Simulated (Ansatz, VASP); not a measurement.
**Ca2Zr2N: VASP beside Ansatz**

The input INCAR:

```
SYSTEM = Ca2Zr2N
  PREC = Accurate
  ENCUT = 520
  EDIFF = 1E-6
  ISMEAR = 0
  SIGMA = 0.1
  LREAL = .False.
  LASPH = .True.
  NELM = 80
  ALGO = Normal
  ISIF = 2
  LWAVE = .False.
  LCHARG = .False.
  GGA = PE
  NBANDS = 32
```

File KPOINTS:

```
Automatic mesh
0
Gamma
  6 6 4
  0 0 0
```

Contents of POSCAR:

```
Ca2Zr2N
1.0
    4.3057379700      0.0000000000      0.0000000000
   -2.1528689900      3.7288784600      0.0000000000
    0.0000000000      0.0000000000      5.8789292500
Ca Zr N
2 2 1
Direct
    0.3333333300      0.6666666700      0.0000000000
    0.6666666700      0.3333333300      0.0000000000
    0.0000000000      0.0000000000      0.8128344900
    0.0000000000      0.0000000000      0.1871655100
    0.0000000000      0.0000000000      0.5000000000
```

Input for Ansatz:

```yaml
crystal:
  lattice:
    - [4.30573797, 0.0, 0.0]
    - [-2.15286899, 3.72887846, 0.0]
    - [0.0, 0.0, 5.87892925]
  atoms:
    - { symbol: Ca, position: [0.33333333, 0.66666667, 0.0] }
    - { symbol: Ca, position: [0.66666667, 0.33333333, 0.0] }
    - { symbol: Zr, position: [0.0, 0.0, 0.81283449] }
    - { symbol: Zr, position: [0.0, 0.0, 0.18716551] }
    - { symbol: "N", position: [0.0, 0.0, 0.5] }
basis:
  ecutwfc: 420
kpoints:
  mp_grid: { grid: [6, 6, 4] }
hamiltonian:
  xc: pbe
scf:
  occupations: { method: gaussian, width: 0.1 }
  lower_state_search: "off"
output:
  forces: true
  stress: true
  eigenvalues: true
```

Alike in both runs: task single point; functional PBE; k mesh 6 × 6 × 4; occupations gaussian, width 0.1 eV; no spin polarisation.

|  | VASP | Ansatz |
| --- | --- | --- |
| version | VASP 6.6.1 | Ansatz 0.2.0 |
| potentials or method | VASP PAW PBE potentials, release 64 (Ca_sv, Zr_sv, N), cutoff 520 eV | scalar-relativistic, plane waves, PAW |
| valence electrons in the cell | 49 | 49 |

Ansatz gave:

```
gap on the k mesh at the Fermi level (eV) : none
rms of the force components (eV/Å)        : 2.488
```

Question: What did VASP give for the same quantities?

Answer: gap on the k mesh at the Fermi level (eV): none; rms of the force components (eV/Å): 2.541.

Atom by atom the forces differ by 0.053 eV/Å (rms over components). A gap of «none» marks a metal or a gap that the smearing closes.
